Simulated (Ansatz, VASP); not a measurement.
**One calculation of InAs, two programs**

Contents of INCAR:

```
SYSTEM = InAs
ALGO     = Normal         ! electronic algorithm
EDIFF    = 1E-7           ! SCF threshold, eV
ENCUT    = 520            ! plane-wave cutoff, eV
GGA      = PS             ! functional
ISIF     = 2              ! what is computed and relaxed
ISMEAR   = 0              ! smearing method
LASPH    = .TRUE.         ! aspherical terms in the spheres
LCHARG   = .FALSE.        ! write CHGCAR
LREAL    = .FALSE.        ! projectors in reciprocal space
LWAVE    = .FALSE.        ! write WAVECAR
NBANDS   = 16             ! bands
NELM     = 100            ! most SCF steps
PREC     = Accurate       ! precision mode
SIGMA    = 0.15           ! smearing width, eV
```

The input KPOINTS:

```
k-points
0
G
  14 14 14
  0 0 0
```

File POSCAR:

```
InAs
1.0
    0.0000000000      2.7820800000      3.0240000000
    2.7820800000      0.0000000000      3.0240000000
    2.7820800000      2.7820800000      0.0000000000
In As
1 1
Direct
    0.0000000000      0.0000000000      0.0000000000
    0.7500000000      0.7500000000      0.7500000000
```

Input for Ansatz:

```yaml
crystal:
  lattice:
    - [0.0, 2.78208, 3.024]
    - [2.78208, 0.0, 3.024]
    - [2.78208, 2.78208, 0.0]
  atoms:
    - { symbol: In, position: [0.0, 0.0, 0.0] }
    - { symbol: As, position: [0.75, 0.75, 0.75] }
basis:
  ecutwfc: 420
kpoints:
  mp_grid: { grid: [14, 14, 14] }
hamiltonian:
  xc: pbesol
scf:
  occupations: { method: gaussian, width: 0.15 }
output:
  forces: true
  stress: true
  eigenvalues: true
```

Change from the starting cell: strain -0.080 along x and y, +0.000 along z, atoms carried along.

Alike in both runs: task single point; functional PBEsol; k mesh 14 × 14 × 14; occupations gaussian, width 0.15 eV; no spin polarisation.

|  | VASP | Ansatz |
| --- | --- | --- |
| version | VASP 6.6.1 | Ansatz 0.2.0 |
| potentials or method | VASP PAW PBE potentials, release 64 (In_d, As), cutoff 520 eV | scalar-relativistic, plane waves, PAW |
| valence electrons in the cell | 18 | 28 |

VASP gave:

* gap on the k mesh at the Fermi level (eV): 0.35
* least direct gap on the mesh (eV): 0.35
* pressure (GPa): 15.9
* traceless stress, the component that is largest in VASP (GPa): -1.80

Problem. What did Ansatz give for the same quantities?

Solution. gap on the k mesh at the Fermi level (eV): 0.34; least direct gap on the mesh (eV): 0.34; pressure (GPa): 15.7; traceless stress, the component that is largest in VASP (GPa): -1.81.

VASP's potentials were made for PBE, not for PBEsol. The functional is the same, so the differences come from potentials, cutoffs and numerics. VASP's potentials hold 18 valence electrons a cell and Ansatz's 28, so a difference there can come from the potentials and not from the codes.
